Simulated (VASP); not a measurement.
# Si2As (Cmmm) in VASP: single point with PBE

Aim: the single point of Si2As with PBE.

Everything below comes from runs of VASP 6.6.1. Logs are shortened: lines on timing, memory, paths and dates and some standing lists are left out, and cuts for length are marked.

### 1 The cell of the first run

The typed cell holds 3 atoms: a = 3.449 Å, b = 3.449 Å, c = 4.915 Å, α = 90.00°, β = 90.00°, γ = 90.01°.

### 2 Single point, PBE

INCAR

```
SYSTEM = Si2As
PREC = Accurate
ENCUT = 500
EDIFF = 1E-6
ISMEAR = 0
SIGMA = 0.2
LREAL = .FALSE.
LASPH = .TRUE.
NELM = 120
ALGO = Normal
ISIF = 2
LWAVE = .FALSE.
LCHARG = .TRUE.
GGA = PE
LELF = .TRUE.
LVHAR = .TRUE.
NBANDS = 14
GGA_COMPAT = .FALSE.
```

KPOINTS

```
regular mesh
0
G
  5 5 5
  0 0 0
```

POSCAR

```
Si2As
1.0
    2.4383060782     -2.4386808249      0.0000000000
    2.4383060782      2.4386808249      0.0000000000
    0.0000000000      0.0000000000      4.9145341284
Si As
2 1
Direct
    0.5000000000      0.5000000000      0.5000000000
    0.0000000000      0.0000000000      0.5000000000
    0.5000000000      0.5000000000      0.0000000000
```

Potentials or basis: VASP PAW PBE potentials, release 64 (Si, As).

The run is started by

```bash
$ cat potpaw_PBE.64/Si/POTCAR potpaw_PBE.64/As/POTCAR > POTCAR
$ mpirun -np 1 vasp_std > vasp.out
```

OUTCAR:

```text
SYSTEM = Si2As
   PREC = Accurate
   ENCUT = 500
   EDIFF = 1E-6
   ISMEAR = 0
   LREAL = .FALSE.
   LASPH = .TRUE.
   NELM = 120
   ISIF = 2
   GGA = PE

 ion  position               nearest neighbor table
   1  0.500  0.500  0.500-   2 2.44   2 2.44   2 2.44   2 2.44   3 2.46   3 2.46
   2  0.000  0.000  0.500-   1 2.44   1 2.44   1 2.44   1 2.44
   3  0.500  0.500  0.000-   1 2.46   1 2.46

  LATTYP: Found a base centered orthorhombic cell.
 ALAT       =     4.8766121564
 B/A-ratio  =     1.0001536914
 C/A-ratio  =     1.0077762944

  Lattice vectors:

 A1 = (   2.4383060782,  -2.4386808249,   0.0000000000)
 A2 = (   2.4383060782,   2.4386808249,   0.0000000000)
 A3 = (   0.0000000000,   0.0000000000,   4.9145341284)

Analysis of symmetry for initial positions (statically):
=====================================================================
 Subroutine PRICEL returns:
 Original cell was already a primitive cell.

 Routine SETGRP: Setting up the symmetry group for a
 base centered orthorhombic supercell.

 Subroutine GETGRP returns: Found  8 space group operations
 (whereof  8 operations were pure point group operations)
 out of a pool of  8 trial point group operations.

The static configuration has the point symmetry D_2h.

Analysis of symmetry for dynamics (positions and initial velocities):
=====================================================================
 Subroutine PRICEL returns:
 Original cell was already a primitive cell.

 Routine SETGRP: Setting up the symmetry group for a
 base centered orthorhombic supercell.

 Subroutine GETGRP returns: Found  8 space group operations
 (whereof  8 operations were pure point group operations)
 out of a pool of  8 trial point group operations.

The dynamic configuration has the point symmetry D_2h.

 Subroutine INISYM returns: Found  8 space group operations
 (whereof  8 operations are pure point group operations),
 and found     1 'primitive' translations

----------------------------------------------------------------------------------------

                                     Primitive cell

  volume of cell :      58.4461

  direct lattice vectors                    reciprocal lattice vectors
     2.438306078 -2.438680825  0.000000000     0.205060392 -0.205028881  0.000000000
     2.438306078  2.438680825  0.000000000     0.205060392  0.205028881  0.000000000
     0.000000000  0.000000000  4.914534128     0.000000000  0.000000000  0.203478086

  length of vectors
     3.448550521  3.448550521  4.914534128     0.289976906  0.289976906  0.203478086

  position of ions in fractional coordinates (direct lattice)
     0.500000000  0.500000000  0.500000000
     0.000000000  0.000000000  0.500000000
     0.500000000  0.500000000  0.000000000

  ion indices of the primitive-cell ions
   primitive index   ion index
                 1           1
                 2           2
                 3           3

----------------------------------------------------------------------------------------

 KPOINTS: regular mesh

Automatic generation of k-mesh.
 Grid dimensions read from file:
 generate k-points for:    5    5    5

 Generating k-lattice:

  Cartesian coordinates                     Fractional coordinates (reciprocal lattice)
     0.041012078 -0.041005776  0.000000000     0.200000000 -0.000000000  0.000000000
     0.041012078  0.041005776  0.000000000    -0.000000000  0.200000000  0.000000000
     0.000000000  0.000000000  0.040695617     0.000000000  0.000000000  0.200000000

  Length of vectors
     0.057995381  0.057995381  0.040695617

  Shift w.r.t. Gamma in fractional coordinates (k-lattice)
     0.000000000  0.000000000  0.000000000

 Subroutine IBZKPT returns following result:
 ===========================================

 Found     27 irreducible k-points:

 Following reciprocal coordinates:
            Coordinates               Weight
  0.000000  0.000000  0.000000      1.000000
  0.200000  0.000000  0.000000      4.000000
  0.400000  0.000000  0.000000      4.000000
  0.200000  0.200000  0.000000      2.000000
  0.400000  0.200000  0.000000      4.000000
 -0.400000  0.200000  0.000000      4.000000
[... 16 lines left out ...]
  0.400000  0.200000  0.400000      8.000000
 -0.400000  0.200000  0.400000      8.000000
 [... further k-points ...]
   k-points           NKPTS =     27   k-points in BZ     NKDIM =     27   number of bands    NBANDS=     14
   number of dos      NEDOS =    301   number of ions     NIONS =      3
   total plane-waves  NPLWV =  28224
   dimension x,y,z NGX =    28 NGY =   28 NGZ =   36
   dimension x,y,z NGXF=    56 NGYF=   56 NGZF=   72
   ions per type =               2   1
   NGX,Y,Z   is equivalent  to a cutoff of  13.50, 13.50, 12.18 a.u.
   NGXF,Y,Z  is equivalent  to a cutoff of  27.00, 27.00, 24.36 a.u.
 SYSTEM =  Si2As
   PREC   = accura    normal or accurate (medium, high low for compatibility)
   ISTART =      0    job   : 0-new  1-cont  2-samecut
   ICHARG =      2    charge: 1-file 2-atom 10-const
   ISPIN  =      1    spin polarized calculation?
   LNONCOLLINEAR =      F non collinear calculations
   LSORBIT =      F    spin-orbit coupling
   LASPH  =      T    aspherical Exc in radial PAW
   ENCUT  =  500.0 eV  36.75 Ry    6.06 a.u.   6.29  6.29  8.96*2*pi/ulx,y,z
   NELM   =    120;   NELMIN=  2; NELMDL= -5     # of ELM steps
   EDIFF  = 0.1E-05   stopping-criterion for ELM
   LREAL  =      F    real-space projection
   EDIFFG = 0.1E-04   stopping-criterion for IOM
   NSW    =      0    number of steps for IOM
   IBRION =     -1    ionic relax: 0-MD 1-quasi-New 2-CG
   NFREE  =      0    steps in history (QN), initial steepest desc. (CG)
   ISIF   =      2    stress and relaxation
   ISYM   =      2    0-nonsym 1-usesym 2-fastsym
   POTIM  = 0.5000    time-step for ionic-motion
   TEBEG  =    0.0;   TEEND  =   0.0 temperature during run
   PSTRESS=    0.0 pullay stress
   NELECT =      13.0000    total number of electrons
   NUPDOWN=      -1.0000    fix difference up-down
   EMIN   =  10.00;   EMAX   =-10.00  energy-range for DOS
   EFERMI =   0.00;   METHOD = LEGACY
   ISMEAR =     0;   SIGMA  =   0.20  broadening in eV -4-tet -1-fermi 0-gaus
   EFERMI_NEDOS =   21; number of points for ismear=-14 and -15
   IALGO  =     38    algorithm
   IMIX   =      4    mixing-type and parameters
     AMIX     =   0.40;   BMIX     =  1.00
     AMIX_MAG =   1.60;   BMIX_MAG =  1.00
  volume/ion in A,a.u.               =      19.48       131.47
  Fermi-wavevector in a.u.,A,eV,Ry     =   0.991907  1.874432 13.386482  0.983879
  Thomas-Fermi vector in A             =   2.123681
   LORBIT       =      0    0 simple, 1 ext, 2 COOP (PROOUT), +10 PAW based schemes
   GGA     = PE    functional components
   LHFCALC =     F    Hartree Fock is set to
   AEXX    =    0.0000 exact exchange contribution
   IVDW    =     0    specifies the selected vdW correction
   LEPSILON=     F    determine dielectric tensor
   LRPA    =     F    only Hartree local field effects (RPA)
 non-spin polarized calculation
 Gauss-broadening in eV      SIGMA  =   0.20
  energy-cutoff  :      500.00
  volume of cell :       58.45
 maximum number of plane-waves:      1503
 NGX is ok and might be reduce to    28
   NGX = 13   NGY = 13   NGZ = 17

 number of electron      12.9999999 magnetization

 Free energy of the ion-electron system (eV)
  ---------------------------------------------------
  ext. energy  EPLUGINS =         0.00000000
  ---------------------------------------------------
  free energy    TOTEN  =       -13.70018394 eV

  energy without entropy =      -13.67136079  energy(sigma->0) =      -13.68577237

 E-fermi :   5.8919     XC(G=0):  -9.9920

 val. band max:        5.8506532554   @ k =   0.0000   0.0000   0.4000
 cond. band min:       5.9021712129   @ k =   0.0000   0.0000   0.0000
 fundamental gap:      0.0515179575
 Fermi energy:         5.8919366563

 k-point     1 :       0.0000    0.0000    0.0000
  band No.  band energies     occupation
      1      -7.3385      2.00000
      2      -2.8438      2.00000
      3      -0.0020      2.00000
      4       4.0701      2.00000
      5       4.0723      2.00000
      6       5.9022      0.94231
      7       8.4797      0.00000
      8       8.5350      0.00000
      9       8.5358      0.00000
     10       8.9640      0.00000
     11      13.2740      0.00000
     12      13.2757      0.00000
     13      13.9332      0.00000
     14      14.8191      0.00000

 k-point     2 :       0.2000    0.0000    0.0000
  band No.  band energies     occupation
      1      -6.9377      2.00000
      2      -2.6350      2.00000
      3       0.3550      2.00000
      4       1.3720      2.00000
      5       4.4900      2.00000
      6       6.5378      0.00000
      7       7.3126      0.00000
      8       7.5878      0.00000
      9       8.6422      0.00000
     10      11.2232      0.00000
     11      11.6971      0.00000
     12      13.4134      0.00000
     13      13.6859      0.00000
     14      13.7309      0.00000

 k-point     3 :       0.4000    0.0000    0.0000
  band No.  band energies     occupation
      1      -5.9623      2.00000
      2      -2.7702      2.00000
      3      -0.5030      2.00000
      4       1.1698      2.00000
      5       4.2825      2.00000
      6       5.5521      1.98374
      7       5.6619      1.89621
      8       7.9313      0.00000
      9       8.8029      0.00000
     10       9.9127      0.00000
     11      10.9926      0.00000
     12      14.5025      0.00000
     13      14.9821      0.00000
     14      15.9738      0.00000
[... 324 lines left out ...]
 k-point    23 :       0.4000    0.2000    0.4000
  band No.  band energies     occupation
      1      -4.8168      2.00000
      2      -3.5147      2.00000
      3      -1.3624      2.00000
      4       2.4740      2.00000
      5       3.1375      2.00000
      6       5.2489      1.99999
      7       5.7534      1.67256
      8       6.6372      0.00000
      9       8.5034      0.00000
     10       9.8212      0.00000
     11      12.5564      0.00000
     12      13.1510      0.00000
     13      14.6707      0.00000
     14      15.2779      0.00000

 k-point    24 :      -0.4000    0.2000    0.4000
  band No.  band energies     occupation
      1      -4.8170      2.00000
      2      -3.5152      2.00000
      3      -1.3614      2.00000
      4       2.4744      2.00000
      5       3.1386      2.00000
      6       5.2475      1.99999
      7       5.7541      1.67041
      8       6.6360      0.00000
      9       8.5026      0.00000
     10       9.8214      0.00000
     11      12.5556      0.00000
     12      13.1492      0.00000
     13      14.6716      0.00000
     14      15.2809      0.00000

 [... further k-points ...]
[... 5 lines left out ...]
  --------------------------------------------------------------------------------------
  -------------------------------------------------------------------------------------
  Total        0.0621912      0.0521364     -0.0111398     -0.0000000      0.0000000      0.0000000
  in kB        1.7048408      1.4292111     -0.3053751     -0.0000000      0.0000000      0.0000000
  external PRESSURE =       0.9428923 kB  Pullay stress =       0.0000000 kB

 VOLUME and BASIS-vectors are now :
 -----------------------------------------------------------------------------
  energy-cutoff  :      500.00
  volume of cell :       58.45
      direct lattice vectors                 reciprocal lattice vectors
     2.438306078 -2.438680825  0.000000000     0.205060392 -0.205028881  0.000000000
     2.438306078  2.438680825  0.000000000     0.205060392  0.205028881  0.000000000
     0.000000000  0.000000000  4.914534128     0.000000000  0.000000000  0.203478086

 POSITION                                       TOTAL-FORCE (eV/Angst)
 -----------------------------------------------------------------------------------
      2.43831      0.00000      2.45727        -0.000000     -0.000000      0.000000
      0.00000      0.00000      2.45727         0.000000      0.000000      0.000000
      2.43831      0.00000      0.00000         0.000000      0.000000      0.000000
 -----------------------------------------------------------------------------------
    total drift:                                0.000000      0.000000      0.000000

  FREE ENERGIE OF THE ION-ELECTRON SYSTEM (eV)
  ---------------------------------------------------
  free  energy   TOTEN  =       -13.7001839439 eV

  energy  without entropy=      -13.6713607902  energy(sigma->0) =      -13.68577237
```

It took 8.5 s on 1 thread of Intel Xeon 6975P-C (Granite Rapids), shared host; peak memory 0.17 GiB.

Results:

```yaml
Free_energy: -13.7002 eV
Pressure: 0.1 GPa
```

Caveat: the k points lie up to 0.36 Å⁻¹ apart.
